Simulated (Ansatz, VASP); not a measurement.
## One calculation of Sb, two programs

Contents of INCAR:

```
SYSTEM = Sb
ALGO = Normal
EDIFF = 1E-6
ENCUT = 500
GGA = PS
GGA_COMPAT = .False.
ISIF = 2
ISMEAR = -1
LASPH = .True.
LCHARG = .False.
LREAL = .False.
LWAVE = .False.
NBANDS = 12
NELM = 120
PREC = Accurate
SIGMA = 0.0272
```

Contents of KPOINTS:

```
k-points
0
Gamma
  6 6 6
  0 0 0
```

The input POSCAR:

```
Sb
1.0
    2.1542000000      1.2437279499      3.7580000000
   -2.1542000000      1.2437279499      3.7580000000
    0.0000000000     -2.4874558998      3.7580000000
Sb
2
Direct
    0.2334900000      0.2334900000      0.2334900000
    0.7665100000      0.7665100000      0.7665100000
```

Input for Ansatz:

```yaml
crystal:
  lattice:
    - [2.15420000001, 1.24372794989, 3.758]
    - [-2.15420000001, 1.24372794989, 3.758]
    - [0.0, -2.48745589979, 3.758]
  atoms:
    - { symbol: Sb, position: [0.23349, 0.23349, 0.23349] }
    - { symbol: Sb, position: [0.76651, 0.76651, 0.76651] }
kpoints:
  mp_grid: { grid: [6, 6, 6] }
scf:
  occupations: { method: fermi_dirac, width: 0.0272 }
hamiltonian:
  xc: pbesol
  pseudopotentials: { kind: all_electron, lapw: { basis_error: 0.001 } }
output:
  forces: true
  stress: true
  eigenvalues: true
  eigenstates:
    nscf_kmesh: { grid: [12, 12, 12] }
    de_dk: true
    e_range: [-14, 14]
  optics:
    e_range: [0, 30]
    de: 0.2
    sigma: 0.15
    bands: { spectra_wanted_up_to: 30 }
    nscf_kmesh: { grid: [12, 12, 12] }
    drude_damping: 0.19
checkpoint:
  write: ck
  write_wavefunctions: false
```

Alike in both runs: task single point; functional PBEsol; k mesh 6 × 6 × 6; occupations fermi-dirac, width 0.0272 eV; no spin polarisation.

```csv
,VASP,Ansatz
version,VASP 6.6.1,Ansatz 0.2.0
potentials or method,"VASP PAW PBE potentials, release 64 (Sb), cutoff 500 eV","all-electron LAPW, scalar-relativistic"
```

|  | VASP | Ansatz | Ansatz less VASP |
| --- | --- | --- | --- |
| pressure (GPa) | 0.3 | 0.1 | -0.17 |
| traceless stress, the component that is largest in VASP (GPa) | -0.24 | -0.20 | +0.043 |
| rms of the force components (eV/Å) | 0.036 | 0.006 | -0.0303 |

VASP's potentials were made for PBE, not for PBEsol. Atom by atom the forces differ by 0.030 eV/Å (rms over components). Ansatz ran all-electron here, and VASP with PAW potentials. Ansatz's warnings: optics on partly filled bands.

Spin-orbit coupling is off throughout.
